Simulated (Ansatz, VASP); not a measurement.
Hg in VASP and in Ansatz

```
CELL_PARAMETERS angstrom
3.41330 0.00000 0.00000
0.00000 5.49913 0.00000
-1.69985 0.00000 3.02413
ATOMIC_POSITIONS crystal
Hg 0.34844 0.75000 0.19577
Hg 0.65156 0.25000 0.80423
```

Alike in both runs: task single point; functional PBE; k mesh 9 × 5 × 9; occupations fermi-dirac, width 0.05 eV; no spin polarisation.

|  | VASP | Ansatz |
| --- | --- | --- |
| version | VASP 6.6.1 | Ansatz 0.2.0 |
| potentials or method | VASP PAW PBE potentials, release 64 (Hg) | Ansatz PAW |
| plane-wave cutoff (eV) | 520 | 420 |
| valence electrons in the cell | 24 | 40 |

|  | VASP | Ansatz | Ansatz less VASP |
| --- | --- | --- | --- |
| gap on the k mesh at the Fermi level (eV) | none | none | - |
| pressure (GPa) | 1.0 | 0.9 | -0.12 |
| traceless stress, the component that is largest in VASP (GPa) | -0.20 | -0.20 | +0.002 |
| rms of the force components (eV/Å) | 0.006 | 0.004 | -0.0012 |

Atom by atom the forces differ by 0.001 eV/Å (rms over components). A gap of «none» marks a metal or a gap that the smearing closes. The functional is the same, so the differences come from potentials, cutoffs and numerics. VASP's potentials hold 24 valence electrons a cell and Ansatz's 40, so a difference there can come from the potentials and not from the codes.

Neither program's run includes spin-orbit coupling.
